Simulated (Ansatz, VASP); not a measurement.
**HgTe: VASP beside Ansatz**

File INCAR:

```
PREC = Accurate
ENCUT = 600
EDIFF = 1E-6
ISMEAR = 0
SIGMA = 0.1
LREAL = False
LASPH = True
NELM = 60
ALGO = Normal
ISIF = 3
LWAVE = False
LCHARG = False
GGA = PS
IBRION = 2
NSW = 100
EDIFFG = -0.005
```

File KPOINTS:

```
regular mesh
0
Gamma
  12 12 12
```

The input POSCAR:

```
HgTe
1.0
    0.0000000000      3.2145000000      3.2145000000
    3.2145000000      0.0000000000      3.2145000000
    3.2145000000      3.2145000000      0.0000000000
Hg Te
1 1
Direct
    0.0000000000      0.0000000000      0.0000000000
    0.2500000000      0.2500000000      0.2500000000
```

Input for Ansatz:

```yaml
crystal:
  lattice:
    - [0.0, 3.2145, 3.2145]
    - [3.2145, 0.0, 3.2145]
    - [3.2145, 3.2145, 0.0]
  atoms:
    - { symbol: Hg, position: [0.0, 0.0, 0.0] }
    - { symbol: Te, position: [0.25, 0.25, 0.25] }
basis:
  ecutwfc: 420
kpoints:
  mp_grid: { grid: [12, 12, 12] }
hamiltonian:
  xc: pbesol
scf:
  occupations: { method: gaussian, width: 0.1 }
output:
  forces: true
  stress: true
  eigenvalues: true
  write_density: true
  write_potential: true
  elf: true
  volumetric_format: npy
relax:
  adjacent_minimum: "off"
  f_tol: 0.005
  max_steps: 80
  cell: { stress_tol: 0.05 }
```

Alike in both runs: task relaxation of cell and atoms; functional PBEsol; k mesh 12 × 12 × 12; occupations gaussian, width 0.1 eV; no spin polarisation.

|  | VASP | Ansatz |
| --- | --- | --- |
| version | VASP 6.6.1 | Ansatz 0.2.0 |
| potentials or method | VASP PAW PBE potentials, release 64 (Hg, Te), cutoff 600 eV | scalar-relativistic, plane waves, PAW |
| valence electrons in the cell | 18 | 36 |

```csv
,VASP,Ansatz,Ansatz less VASP
"gap on the k mesh at the Fermi level, each at its own relaxed structure (eV)",none,none,-
relaxed volume (Å³/atom),34.58,34.48,-0.102
relaxed cell length with the largest relative difference (Å),4.607,4.603,-0.0046
```

VASP's potentials were made for PBE, not for PBEsol. A gap of «none» marks a metal or a gap that the smearing closes. VASP's potentials hold 18 valence electrons a cell and Ansatz's 36, so a difference there can come from the potentials and not from the codes.

Neither program's run includes spin-orbit coupling.
